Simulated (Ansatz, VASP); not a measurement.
Pt in VASP and in Ansatz

```
CELL_PARAMETERS angstrom
2.82968 0.00000 0.00000
-1.41484 2.45058 0.00000
0.00000 0.00000 5.03174
ATOMIC_POSITIONS crystal
Pt 0.66667 0.33333 0.75000
Pt 0.33333 0.66667 0.25000
```

Change from the starting cell: strain +0.025 along x and y, +0.050 along z, atoms carried along.

Alike in both runs: task single point; functional r2SCAN; k mesh 18 × 18 × 10; occupations gaussian, width 0.15 eV; no spin polarisation.

```csv
,VASP,Ansatz
version,VASP 6.6.1,Ansatz 0.2.0
potentials or method,"VASP PAW PBE potentials, release 64 (Pt), cutoff 520 eV","scalar-relativistic, plane waves, PAW"
valence electrons in the cell,20,36
```

|  | VASP | Ansatz | Ansatz less VASP |
| --- | --- | --- | --- |
| gap on the k mesh at the Fermi level (eV) | none | none | - |
| pressure (GPa) | -22.7 | -22.9 | -0.26 |
| traceless stress, the component that is largest in VASP (GPa) | 1.00 | 1.21 | +0.209 |

VASP's potentials were made for PBE, not for r2SCAN. A gap of «none» marks a metal or a gap that the smearing closes. The functional is the same, so the differences come from potentials, cutoffs and numerics. VASP's potentials hold 20 valence electrons a cell and Ansatz's 36, so a difference there can come from the potentials and not from the codes.

Spin-orbit coupling is off throughout.
